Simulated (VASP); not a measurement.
# Hf7Cl in VASP: a series of runs, part 2 of 2

VASP 6.6.1.

## Step 3: Single point, PBE

This run uses another cell than the first one, of 21.52 Å³/atom, 0.973 times its volume.

Input file INCAR:

```
PREC     = Accurate       # precision mode
ENCUT    = 520            # plane-wave cutoff, eV
EDIFF    = 1E-7           # SCF threshold, eV
ISMEAR   = 0              # smearing method
SIGMA    = 0.2            # smearing width, eV
LREAL    = False          # projectors in reciprocal space
LASPH    = True           # aspherical terms in the spheres
NELM     = 100            # most SCF steps
ALGO     = Normal         # electronic algorithm
ISIF     = 2              # what is computed and relaxed
LWAVE    = False          # write WAVECAR
LCHARG   = False          # write CHGCAR
GGA      = PE             # functional
NBANDS   = 48             # bands
```

Input file KPOINTS:

```
Automatic mesh
0
Gamma
  6 6 1
```

Input file POSCAR:

```
Hf7Cl
1.0
    3.2016398934      0.0000000000      0.0000000000
   -1.6008199467      2.7727014815      0.0000000000
    0.0000000000      0.0000000000     19.3919877388
Hf Cl
7 1
Direct
    0.3333333333      0.6666666667      0.8916045950
    0.3333333333      0.6666666667      0.1083954050
    0.3333333333      0.6666666667      0.6310383066
    0.0000000000      0.0000000000      0.5000000000
    0.0000000000      0.0000000000      0.2368502473
    0.3333333333      0.6666666667      0.3689616934
    0.0000000000      0.0000000000      0.7631497527
    0.0000000000      0.0000000000      0.0000000000
```

Potentials or basis: VASP PAW PBE potentials, release 64 (Hf_pv, Cl).

Launch:

```sh
$ cat potpaw_PBE.64/Hf_pv/POTCAR potpaw_PBE.64/Cl/POTCAR > POTCAR
$ mpirun -np 1 vasp_std > vasp.out
```

OUTCAR:

```text
PREC = Accurate
   ENCUT = 520
   EDIFF = 1E-7
   ISMEAR = 0
   LREAL = False
   LASPH = True
   NELM = 100
   ISIF = 2
   GGA = PE

 ion  position               nearest neighbor table
   1  0.333  0.667  0.892-   8 2.80   8 2.80   8 2.80   7 3.10   7 3.10   7 3.10
   2  0.333  0.667  0.108-   8 2.80   8 2.80   8 2.80   5 3.10   5 3.10   5 3.10
   3  0.333  0.667  0.631-   4 3.14   4 3.14   4 3.14   7 3.16   7 3.16   7 3.16
   4  0.000  0.000  0.500-   3 3.14   6 3.14   3 3.14   6 3.14   3 3.14   6 3.14
   5  0.000  0.000  0.237-   2 3.10   2 3.10   2 3.10   6 3.16   6 3.16   6 3.16
   6  0.333  0.667  0.369-   4 3.14   4 3.14   4 3.14   5 3.16   5 3.16   5 3.16
   7  0.000  0.000  0.763-   1 3.10   1 3.10   1 3.10   3 3.16   3 3.16   3 3.16
   8  0.000  0.000  0.000-   1 2.80   2 2.80   1 2.80   2 2.80   1 2.80   2 2.80

  LATTYP: Found a hexagonal cell.
 ALAT       =     3.2016398934
 C/A-ratio  =     6.0568922129

  Lattice vectors:

 A1 = (   3.2016398934,   0.0000000000,   0.0000000000)
 A2 = (  -1.6008199467,   2.7727014815,   0.0000000000)
 A3 = (   0.0000000000,   0.0000000000,  19.3919877388)

Analysis of symmetry for initial positions (statically):
=====================================================================
 Subroutine PRICEL returns:
 Original cell was already a primitive cell.

 Routine SETGRP: Setting up the symmetry group for a
 hexagonal supercell.

 Subroutine GETGRP returns: Found 12 space group operations
 (whereof 12 operations were pure point group operations)
 out of a pool of 24 trial point group operations.

The static configuration has the point symmetry D_3h.

Analysis of symmetry for dynamics (positions and initial velocities):
=====================================================================
 Subroutine PRICEL returns:
 Original cell was already a primitive cell.

 Routine SETGRP: Setting up the symmetry group for a
 hexagonal supercell.

 Subroutine GETGRP returns: Found 12 space group operations
 (whereof 12 operations were pure point group operations)
 out of a pool of 24 trial point group operations.

The dynamic configuration has the point symmetry D_3h.

 Subroutine INISYM returns: Found 12 space group operations
 (whereof 12 operations are pure point group operations),
 and found     1 'primitive' translations

----------------------------------------------------------------------------------------

                                     Primitive cell

  volume of cell :     172.1464

  direct lattice vectors                    reciprocal lattice vectors
     3.201639893  0.000000000  0.000000000     0.312339936  0.180329546  0.000000000
    -1.600819947  2.772701481  0.000000000     0.000000000  0.360659092  0.000000000
     0.000000000  0.000000000 19.391987739     0.000000000  0.000000000  0.051567689

  length of vectors
     3.201639893  3.201639893 19.391987739     0.360659092  0.360659092  0.051567689

[... 44 lines left out ...]

 Found      7 irreducible k-points:

 Following reciprocal coordinates:
            Coordinates               Weight
  0.000000  0.000000  0.000000      1.000000
  0.166667 -0.000000  0.000000      6.000000
  0.333333 -0.000000  0.000000      6.000000
  0.500000 -0.000000  0.000000      3.000000
  0.166667  0.166667  0.000000      6.000000
  0.333333  0.166667  0.000000     12.000000
  0.333333  0.333333  0.000000      2.000000
   k-points           NKPTS =      7   k-points in BZ     NKDIM =      7   number of bands    NBANDS=     48
   number of dos      NEDOS =    301   number of ions     NIONS =      8
   total plane-waves  NPLWV =  82944
   dimension x,y,z NGX =    24 NGY =   24 NGZ =  144
   dimension x,y,z NGXF=    48 NGYF=   48 NGZF=  288
   ions per type =               7   1
   NGX,Y,Z   is equivalent  to a cutoff of  12.46, 12.46, 12.35 a.u.
   NGXF,Y,Z  is equivalent  to a cutoff of  24.92, 24.92, 24.69 a.u.
 SYSTEM =  unknown system
   PREC   = accura    normal or accurate (medium, high low for compatibility)
   ISTART =      0    job   : 0-new  1-cont  2-samecut
   ICHARG =      2    charge: 1-file 2-atom 10-const
   ISPIN  =      1    spin polarized calculation?
   LNONCOLLINEAR =      F non collinear calculations
   LSORBIT =      F    spin-orbit coupling
   LASPH  =      T    aspherical Exc in radial PAW
   ENCUT  =  520.0 eV  38.22 Ry    6.18 a.u.   5.95  5.95 36.06*2*pi/ulx,y,z
   NELM   =    100;   NELMIN=  2; NELMDL= -5     # of ELM steps
   EDIFF  = 0.1E-06   stopping-criterion for ELM
   LREAL  =      F    real-space projection
   EDIFFG = 0.1E-05   stopping-criterion for IOM
   NSW    =      0    number of steps for IOM
   IBRION =     -1    ionic relax: 0-MD 1-quasi-New 2-CG
   NFREE  =      0    steps in history (QN), initial steepest desc. (CG)
   ISIF   =      2    stress and relaxation
   ISYM   =      2    0-nonsym 1-usesym 2-fastsym
   POTIM  = 0.5000    time-step for ionic-motion
   TEBEG  =    0.0;   TEEND  =   0.0 temperature during run
   PSTRESS=    0.0 pullay stress
   NELECT =      77.0000    total number of electrons
   NUPDOWN=      -1.0000    fix difference up-down
   EMIN   =  10.00;   EMAX   =-10.00  energy-range for DOS
   EFERMI =   0.00;   METHOD = LEGACY
   ISMEAR =     0;   SIGMA  =   0.20  broadening in eV -4-tet -1-fermi 0-gaus
   EFERMI_NEDOS =   21; number of points for ismear=-14 and -15
   IALGO  =     38    algorithm
   IMIX   =      4    mixing-type and parameters
     AMIX     =   0.40;   BMIX     =  1.00
     AMIX_MAG =   1.60;   BMIX_MAG =  1.00
  volume/ion in A,a.u.               =      21.52       145.21
  Fermi-wavevector in a.u.,A,eV,Ry     =   1.252004  2.365945 21.327328  1.567514
  Thomas-Fermi vector in A             =   2.385925
   LORBIT       =      0    0 simple, 1 ext, 2 COOP (PROOUT), +10 PAW based schemes
   GGA     = PE    functional components
   LHFCALC =     F    Hartree Fock is set to
   AEXX    =    0.0000 exact exchange contribution
   IVDW    =     0    specifies the selected vdW correction
   LEPSILON=     F    determine dielectric tensor
   LRPA    =     F    only Hartree local field effects (RPA)
 non-spin polarized calculation
 Gauss-broadening in eV      SIGMA  =   0.20
  energy-cutoff  :      520.00
  volume of cell :      172.15
 maximum number of plane-waves:      4692
 NGX is ok and might be reduce to    24
   NGX = 11   NGY = 11   NGZ = 73

 number of electron      77.0000012 magnetization

 Free energy of the ion-electron system (eV)
  ---------------------------------------------------
  ext. energy  EPLUGINS =         0.00000000
  ---------------------------------------------------
  free energy    TOTEN  =       -72.61796710 eV

  energy without entropy =      -72.46158519  energy(sigma->0) =      -72.53977615

 E-fermi :   5.4445     XC(G=0): -11.2464

 val. band max:        5.4004833446   @ k =   0.1667  -0.0000   0.0000
 cond. band min:       5.4930855941   @ k =   0.1667  -0.0000   0.0000
 fundamental gap:      0.0926022495
 Fermi energy:         5.4445071205

 k-point     1 :       0.0000    0.0000    0.0000
  band No.  band energies     occupation
      1     -25.8693      2.00000
      2     -25.8432      2.00000
      3     -25.5350      2.00000
      4     -25.3206      2.00000
      5     -25.2792      2.00000
      6     -25.2792      2.00000
[... 346 lines left out ...]
     47       7.4506      0.00000
     48       7.4898      0.00000

------------------------ aborting loop because EDIFF is reached ----------------------------------------

  FORCE on cell =-STRESS in cart. coord.  units (eV):
  Direction    XX          YY          ZZ          XY          YZ          ZX
  --------------------------------------------------------------------------------------
  -------------------------------------------------------------------------------------
  Total       -0.3057303     -0.3057303     -0.6777887      0.0000000      0.0000000      0.0000000
  in kB       -2.8454508     -2.8454508     -6.3082220      0.0000000      0.0000000      0.0000000
  external PRESSURE =      -3.9997079 kB  Pullay stress =       0.0000000 kB

 VOLUME and BASIS-vectors are now :
 -----------------------------------------------------------------------------
  energy-cutoff  :      520.00
  volume of cell :      172.15
      direct lattice vectors                 reciprocal lattice vectors
     3.201639893  0.000000000  0.000000000     0.312339936  0.180329546  0.000000000
    -1.600819947  2.772701481  0.000000000     0.000000000  0.360659092  0.000000000
     0.000000000  0.000000000 19.391987739     0.000000000  0.000000000  0.051567689

 POSITION                                       TOTAL-FORCE (eV/Angst)
 -----------------------------------------------------------------------------------
     -0.00000      1.84847     17.28999         0.000000     -0.000000     -0.057650
     -0.00000      1.84847      2.10200         0.000000     -0.000000      0.057650
     -0.00000      1.84847     12.23709        -0.000000     -0.000000     -0.027970
      0.00000      0.00000      9.69599         0.000000     -0.000000      0.000000
      0.00000      0.00000      4.59300         0.000000     -0.000000     -0.060970
     -0.00000      1.84847      7.15490        -0.000000      0.000000      0.027970
      0.00000      0.00000     14.79899         0.000000     -0.000000      0.060970
      0.00000      0.00000      0.00000         0.000000     -0.000000      0.000000
 -----------------------------------------------------------------------------------
    total drift:                                0.000000     -0.000000     -0.000000

  FREE ENERGIE OF THE ION-ELECTRON SYSTEM (eV)
  ---------------------------------------------------
  free  energy   TOTEN  =       -72.6179671031 eV

  energy  without entropy=      -72.4615851885  energy(sigma->0) =      -72.53977615
```

Run time: 3 min. Hardware: 1 thread of Intel Xeon Platinum 8488C (Sapphire Rapids), shared host; peak memory 0.28 GiB.

What came out:

- Free energy: -72.6180 eV
- Pressure: -0.4 GPa
- Largest force: 0.061 eV/Å

Forces on the atoms (eV/Å):
```
Hf   0.000  0.000 -0.058
Hf   0.000  0.000  0.058
Hf   0.000  0.000 -0.028
Hf   0.000  0.000  0.000
Hf   0.000  0.000 -0.061
Hf   0.000  0.000  0.028
Hf   0.000  0.000  0.061
Cl   0.000  0.000  0.000
```

Stress tensor (GPa, compression positive):
```
-0.28  0.00  0.00
 0.00 -0.28  0.00
 0.00  0.00 -0.63
```

Levels at points of the mesh, in eV from the Fermi level:
```tsv
k point	band 35	band 36	band 37	band 38	band 39	band 40	band 41	band 42
(0.00, 0.00, 0.00)	0.34	0.37	0.79	0.79	0.99	0.99	1.01	1.05
(0.50, 0.00, 0.00)	-1.18	-1.13	-1.07	-0.88	0.65	0.67	0.89	1.10
```

Caveat: the k points lie up to 0.38 Å⁻¹ apart; spin-orbit coupling is left out, which moves the levels of the heavy elements; an odd number of electrons without spin polarisation forces a metal; a magnetic or distorted state may lie lower.

## Step 4: Single point, PBE

This run uses another cell than the first one, of 21.61 Å³/atom, 0.977 times its volume.

Input file INCAR:

```
ALGO = Normal
EDIFF = 1E-6
ENCUT = 520
GGA = PE
ISIF = 2
ISMEAR = 0
LASPH = T
LCHARG = T
LELF = T
LREAL = F
LVHAR = T
LWAVE = F
NBANDS = 48
NELM = 100
PREC = Accurate
SIGMA = 0.2
```

Input file KPOINTS:

```
k-points
0
Gamma
  6 6 1
```

Input file POSCAR:

```
Hf7Cl
1.0
    3.2160977339      0.0000000000      0.0000000000
   -1.6080488670      2.7852223386      0.0000000000
    0.0000000000      0.0000000000     19.3039142379
Hf Cl
7 1
Direct
    0.3333333333      0.6666666667      0.8913746667
    0.3333333333      0.6666666667      0.1086253333
    0.3333333333      0.6666666667      0.6305197390
    0.0000000000      0.0000000000      0.5000000000
    0.0000000000      0.0000000000      0.2365310700
    0.3333333333      0.6666666667      0.3694802610
    0.0000000000      0.0000000000      0.7634689300
    0.0000000000      0.0000000000      0.0000000000
```

Launch:

```sh
$ cat potpaw_PBE.64/Hf_pv/POTCAR potpaw_PBE.64/Cl/POTCAR > POTCAR
$ mpirun -np 1 vasp_std > vasp.out
```

Wall time 3.5 min (1 thread of Intel Xeon Platinum 8488C (Sapphire Rapids), shared host); peak memory 0.28 GiB.

Results (log left out):

```yaml
Free_energy: -72.6151 eV
Pressure: -0.8 GPa
Largest_force: 0.058 eV/Å
```

Forces on the atoms (eV/Å):
```
Hf   0.000  0.000 -0.058
Hf   0.000  0.000  0.058
Hf   0.000  0.000  0.031
Hf   0.000  0.000  0.000
Hf   0.000  0.000 -0.019
Hf   0.000  0.000 -0.031
Hf   0.000  0.000  0.019
Cl   0.000  0.000  0.000
```

Stress tensor (GPa, compression positive):
```
-1.01  0.00  0.00
 0.00 -1.01  0.00
 0.00  0.00 -0.31
```

Levels at points of the mesh, in eV from the Fermi level:
| k point | band 36 | band 37 | band 38 | band 39 | band 40 | band 41 |
| --- | --- | --- | --- | --- | --- | --- |
| (0.00, 0.00, 0.00) | 0.45 | 0.75 | 0.75 | 0.95 | 0.95 | 1.01 |
| (0.50, 0.00, 0.00) | -1.14 | -1.05 | -0.87 | 0.67 | 0.67 | 0.83 |

Caveat: the k points lie up to 0.38 Å⁻¹ apart; spin-orbit coupling is left out, which moves the levels of the heavy elements; an odd number of electrons without spin polarisation forces a metal; a magnetic or distorted state may lie lower.

## Step 5: Single point, PBE

This run uses another cell than the first one, of 21.55 Å³/atom, 0.975 times its volume.

Input file INCAR:

```
PREC = Accurate
ENCUT = 520
EDIFF = 1E-7
ISMEAR = 0
SIGMA = 0.2
LREAL = False
LASPH = True
NELM = 100
ALGO = Normal
ISIF = 2
LWAVE = False
LCHARG = True
GGA = PE
LELF = True
LVHAR = True
NBANDS = 48
```

Input file KPOINTS:

```
Automatic mesh
0
Gamma
  6 6 1
```

Input file POSCAR:

```
Hf7Cl
1.0
    3.2066154128      0.0008351975      0.0002033813
   -1.6025714071      2.7773685720     -0.0001789614
   -0.0001150365      0.0003727461     19.3568406561
Hf Cl
7 1
Direct
    0.3336597160      0.6664760441      0.8911574710
    0.3333286648      0.6662589567      0.1088704352
    0.3334148082      0.6668416095      0.6308115099
   -0.0000776861      0.0004303117      0.4999887536
   -0.0004928376      0.0000023997      0.2365348428
    0.3333102458      0.6666857352      0.3691646003
    0.0000193077      0.0003350690      0.7634651835
    0.0001711146     -0.0003634591      0.0000072037
```

Potentials or basis: VASP PAW PBE potentials, release 64 (Hf_pv, Cl).

Launch:

```sh
$ cat potpaw_PBE.64/Hf_pv/POTCAR potpaw_PBE.64/Cl/POTCAR > POTCAR
$ mpirun -np 1 vasp_std > vasp.out
```

OUTCAR:

```text
PREC = Accurate
   ENCUT = 520
   EDIFF = 1E-7
   ISMEAR = 0
   LREAL = False
   LASPH = True
   NELM = 100
   ISIF = 2
   GGA = PE

 ion  position               nearest neighbor table
   1  0.334  0.666  0.891-   8 2.80   8 2.80   8 2.81   7 3.09   7 3.09   7 3.09
   2  0.333  0.666  0.109-   8 2.80   8 2.81   8 2.81   5 3.09   5 3.09   5 3.09
   3  0.333  0.667  0.631-   4 3.14   4 3.14   4 3.14   7 3.17   7 3.17   7 3.17
   4  1.000  0.000  0.500-   6 3.14   3 3.14   3 3.14   6 3.14   6 3.14   3 3.14
[... 1250 lines left out ...]
  Total       -0.5056607     -0.5158941     -0.4887382     -0.0126559      0.0006237     -0.0024475
  in kB       -4.6988294     -4.7939225     -4.5415774     -0.1176043      0.0057954     -0.0227428
  external PRESSURE =      -4.6781098 kB  Pullay stress =       0.0000000 kB

 VOLUME and BASIS-vectors are now :
 -----------------------------------------------------------------------------
  energy-cutoff  :      520.00
  volume of cell :      172.42
      direct lattice vectors                 reciprocal lattice vectors
     3.206615413  0.000835198  0.000203381     0.311808435  0.179916806 -0.000001612
    -1.602571407  2.777368572 -0.000178961    -0.000093765  0.359998937 -0.000006933
    -0.000115036  0.000372746 19.356840656    -0.000003277  0.000001438  0.051661323

 POSITION                                       TOTAL-FORCE (eV/Angst)
 -----------------------------------------------------------------------------------
      0.00174      1.85166     17.24994        -0.000742      0.000137     -0.011113
      0.00112      1.85077      2.10734        -0.000177      0.000591      0.009433
      0.00040      1.85258     12.21047         0.000105      0.000283     -0.003728
      3.20562      0.00222      9.67841         0.000306     -0.001026      0.000190
      3.20500      0.00093      4.57877         0.001336     -0.000041     -0.009971
      0.00034      1.85205      7.14581        -0.000600      0.000287      0.005085
     -0.00056      0.00122     14.77827         0.000232     -0.000728      0.010314
     -1.60144      2.77636     -0.00004        -0.000460      0.000497     -0.000210
 -----------------------------------------------------------------------------------
    total drift:                                0.000061     -0.000048      0.000055

  FREE ENERGIE OF THE ION-ELECTRON SYSTEM (eV)
  ---------------------------------------------------
  free  energy   TOTEN  =       -72.6189015196 eV

  energy  without entropy=      -72.4637476264  energy(sigma->0) =      -72.54132457
```

Wall time 6.7 min (1 thread of Intel Xeon Platinum 8488C (Sapphire Rapids), shared host); peak memory 0.35 GiB.

Results:

```
Free energy   : -72.6189 eV
Pressure      : -0.5 GPa
Largest force : 0.011 eV/Å
```

Forces in eV/Å, atoms in the order of the input:
```
Hf  -0.001  0.000 -0.011
Hf   0.000  0.001  0.009
Hf   0.000  0.000 -0.004
Hf   0.000 -0.001  0.000
Hf   0.001  0.000 -0.010
Hf  -0.001  0.000  0.005
Hf   0.000 -0.001  0.010
Cl   0.000  0.000  0.000
```

Levels at points of the mesh, in eV from the Fermi level:
```
           k point  band 36  band 37  band 38  band 39  band 40  band 41
(0.00, 0.00, 0.00)     0.42     0.77     0.78     0.97     0.98     1.03
(0.50, 0.00, 0.00)    -1.14    -1.07    -0.88     0.66     0.68     0.87
(0.00, 0.50, 0.00)    -1.14    -1.07    -0.88     0.66     0.68     0.87
(0.50, 0.50, 0.00)    -1.14    -1.06    -0.88     0.66     0.69     0.86
```

Caveat: the k points lie up to 0.38 Å⁻¹ apart; spin-orbit coupling is left out, which moves the levels of the heavy elements; an odd number of electrons without spin polarisation forces a metal; a magnetic or distorted state may lie lower.

## Step 6: The runs side by side

| cell | k mesh | gap on the mesh (eV) | pressure (GPa) | largest force (eV/Å) |
| --- | --- | --- | --- | --- |
| a = 6.297, b = 6.297, c = 5.152 Å, angles 90.0, 90.0, 120.0°, 8 atoms | 3 × 3 × 3 | none | -0.7 | 0.03 |
| a = 3.202, b = 3.202, c = 19.392 Å, angles 90.0, 90.0, 120.0°, 8 atoms | 6 × 6 × 1 | none | -0.4 | 0.06 |
| a = 3.216, b = 3.216, c = 19.304 Å, angles 90.0, 90.0, 120.0°, 8 atoms | 6 × 6 × 1 | none | -0.8 | 0.06 |
| a = 3.207, b = 3.207, c = 19.357 Å, angles 90.0, 90.0, 120.0°, 8 atoms | 6 × 6 × 1 | none | -0.5 | 0.01 |

Alike in all rows: task single point; level PBE; potentials or basis VASP PAW PBE potentials, release 64 (Hf_pv, Cl); no spin polarisation; cutoff (eV) 520; smearing gaussian 0.2 eV.

Caveats: all runs use coarse meshes; spin-orbit coupling is left out, which moves the levels of the heavy elements; an odd number of electrons without spin polarisation forces a metal; a magnetic or distorted state may lie lower.

Absolute energies hang on the potentials; compare differences alone.
